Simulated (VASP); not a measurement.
# HfO2: relaxation of cell and atoms with PBE

Crystal: HfO2.

```
CELL_PARAMETERS angstrom
5.21946 0.00000 0.00000
0.00000 5.00476 0.00000
0.00000 0.00000 5.03269
ATOMIC_POSITIONS crystal
Hf 0.03301 0.26748 0.24144
Hf 0.46699 0.26748 0.74144
Hf 0.53301 0.73252 0.24144
Hf 0.96699 0.73252 0.74144
O 0.36787 0.07135 0.37927
O 0.13213 0.07135 0.87927
O 0.73395 0.46012 0.49229
O 0.76605 0.46012 0.99229
O 0.26605 0.53988 0.99229
O 0.23395 0.53988 0.49229
O 0.86787 0.92865 0.37927
O 0.63213 0.92865 0.87927
```

```
Program                : VASP 6.6.1
Task                   : relaxation of cell and atoms
Functional             : PBE
Potentials or basis    : VASP PAW PBE potentials, release 64 (Hf_pv, O)
Cutoff                 : 600 eV
k mesh                 : 4 × 4 × 4
Occupations            : gaussian, width 0.01 eV
Spin                   : no spin polarisation
Dipole correction      : no
Further INCAR settings : ALGO = Normal; EDIFF = 1e-06; IBRION = 2; EDIFFG = -0.005; NSW = 80; ISIF = 3
```

| Property | Result |
| --- | --- |
| Relaxed volume | 11.24 Å³/atom |
| Relaxed cell | a = 5.266 Å, b = 5.047 Å, c = 5.076 Å, α = 90.00°, β = 90.00°, γ = 90.00° |
| Space group after relaxing (to 0.1 Å) | Pca2_1 (No. 29) |
| Energy gained by relaxing | 5.1 meV/atom |
| Ionic steps | 19 |
| Pressure after relaxing | 0.0 GPa |
| Largest force after relaxing | 0.005 eV/Å |
| Band gap on the k mesh | 4.40 eV (least direct gap 4.61 eV) |

Forces on the atoms (eV/Å):
```
Hf   0.003 -0.002 -0.003
Hf  -0.003 -0.002 -0.003
Hf   0.003  0.002 -0.003
Hf  -0.003  0.002 -0.003
O   -0.002  0.002  0.004
O    0.002  0.002  0.004
O    0.002  0.002 -0.001
O   -0.002  0.002 -0.001
O   -0.002 -0.002 -0.001
O    0.002 -0.002 -0.001
O   -0.002 -0.002  0.004
O    0.002 -0.002  0.004
```

The path:
```tsv
step	energy change (eV)	largest force (eV/Å)	pressure (GPa)	volume (Å³)
1	0.0000	0.0681	6.08	131.46
2	0.0780	0.2336	-8.33	139.53
3	-0.0575	0.0782	-0.05	134.57
4	-0.0575	0.0762	0.07	134.51
5	-0.0583	0.0551	0.06	134.57
6	-0.0583	0.0488	0.07	134.57
7	-0.0590	0.0324	-0.07	134.68
8	-0.0595	0.0433	-0.27	134.86
9	-0.0599	0.0460	-0.06	134.78
10	-0.0602	0.0520	0.28	134.64
11	-0.0607	0.0387	0.19	134.72
12	-0.0611	0.0320	0.01	134.88
13	-0.0614	0.0225	-0.05	134.92
14	-0.0615	0.0261	-0.17	134.99
15	-0.0617	0.0130	0.02	134.90
16	-0.0617	0.0132	0.04	134.88
17	-0.0617	0.0094	0.03	134.89
18	-0.0618	0.0130	0.00	134.91
19	-0.0618	0.0046	-0.01	134.91
```

Final structure:
```xyz
12
Lattice="5.2659 0.0000 0.0000 0.0000 5.0473 0.0000 0.0000 0.0000 5.0761" Properties=species:S:1:pos:R:3 pbc="T T T"
Hf    0.1737    1.3459    1.2191
Hf    2.4592    1.3459    3.7572
Hf    2.8067    3.7014    1.2191
Hf    5.0921    3.7014    3.7572
O     1.9257    0.3448    1.9413
O     0.7072    0.3448    4.4794
O     3.8464    2.3331    2.4892
O     4.0525    2.3331    5.0273
O     1.4195    2.7141    5.0273
O     1.2134    2.7141    2.4892
O     4.5587    4.7024    1.9413
O     3.3402    4.7024    4.4794
```

Levels at points of the mesh, in eV from the valence-band top:
| k point | band 41 | band 42 | band 43 | band 44 | band 45 | band 46 | band 47 | band 48 |
| --- | --- | --- | --- | --- | --- | --- | --- | --- |
| (0.00, 0.00, 0.00) | -0.72 | -0.22 | -0.10 | 0.00 | 4.85 | 5.08 | 5.24 | 5.60 |
| (0.50, 0.00, 0.00) | -0.70 | -0.70 | -0.40 | -0.40 | 5.10 | 5.10 | 5.52 | 5.52 |
| (0.00, 0.50, 0.00) | -0.80 | -0.42 | -0.18 | -0.14 | 4.47 | 4.82 | 4.90 | 5.47 |
| (0.50, 0.50, 0.00) | -0.67 | -0.67 | -0.48 | -0.48 | 4.64 | 4.64 | 5.06 | 5.06 |
| (0.00, 0.00, 0.50) | -0.37 | -0.37 | -0.27 | -0.27 | 4.56 | 4.56 | 5.20 | 5.20 |
| (0.50, 0.00, 0.50) | -0.70 | -0.70 | -0.70 | -0.70 | 5.09 | 5.09 | 5.09 | 5.09 |
| (0.00, 0.50, 0.50) | -0.98 | -0.98 | -0.36 | -0.36 | 4.48 | 4.48 | 4.84 | 4.84 |
| (0.50, 0.50, 0.50) | -0.85 | -0.85 | -0.85 | -0.85 | 4.60 | 4.60 | 4.60 | 4.60 |

Run time: 17 min on 1 thread of AMD EPYC 9R45 96-Core Processor (Zen 5), on a shared host, peak memory 0.34 GiB.

Caveat: spin-orbit coupling is left out, which moves the levels of the heavy elements. A k mesh can miss the band edges.
